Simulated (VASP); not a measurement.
A run of VASP 6.6.1 is set up as follows.

Contents of INCAR:

```
SYSTEM = BaTiO3
PREC     = Accurate       ! precision mode
ENCUT    = 600            ! plane-wave cutoff, eV
EDIFF    = 1E-6           ! SCF threshold, eV
ISMEAR   = 0              ! smearing method
SIGMA    = 0.02           ! smearing width, eV
LREAL    = .FALSE.        ! projectors in reciprocal space
LASPH    = .TRUE.         ! aspherical terms in the spheres
NELM     = 80             ! most SCF steps
ALGO     = Normal         ! electronic algorithm
ISIF     = 4              ! what is computed and relaxed
LWAVE    = .FALSE.        ! write WAVECAR
LCHARG   = .FALSE.        ! write CHGCAR
GGA      = PE             ! functional
IBRION   = 2              ! ionic algorithm
NSW      = 50             ! ionic steps
EDIFFG   = -0.01          ! ionic threshold
```

File KPOINTS:

```
regular mesh
0
G
  8 8 8
  0 0 0
```

The input POSCAR:

```
BaTiO3
1.0
    3.9318241429      0.0000000000      0.0000000000
    0.0000000000      3.9318241429      0.0000000000
    0.0000000000      0.0000000000      4.0581766633
Ba Ti O
1 1 3
Direct
    0.0000000000      0.0000000000     -0.0042612216
    0.5000000000      0.5000000000      0.4787435844
    0.5000000000      0.5000000000      0.0320673417
    0.5000000000      0.0000000000      0.5182251478
    0.0000000000      0.5000000000      0.5182251478
```

Potentials or basis: VASP PAW PBE potentials, release 64 (Ba_sv, Ti_sv, O).

Command:

```sh
$ cat potpaw_PBE.64/Ba_sv/POTCAR potpaw_PBE.64/Ti_sv/POTCAR potpaw_PBE.64/O/POTCAR > POTCAR
$ mpirun -np 1 vasp_std > vasp.out
```

Q: Estimate the band gap on the k mesh.

A: 1.82 eV (least direct gap 2.12 eV).

The path:
```
step  energy change (eV)  largest force (eV/Å)  pressure (GPa)  volume (Å³)
   1              0.0000                0.4277           10.73        62.74
   2             -0.0078                0.1025            9.80        62.74
   3             -0.0080                0.1068            9.68        62.74
   4             -0.0131                0.0815            9.33        62.74
   5             -0.0147                0.0663            9.03        62.74
   6             -0.0147                0.0642            9.05        62.74
   7             -0.0155                0.0291            8.94        62.74
   8             -0.0157                0.0079            8.86        62.74
```

Caveat: spin-orbit coupling is left out, which moves the levels of the heavy elements. A k mesh can miss the band edges.
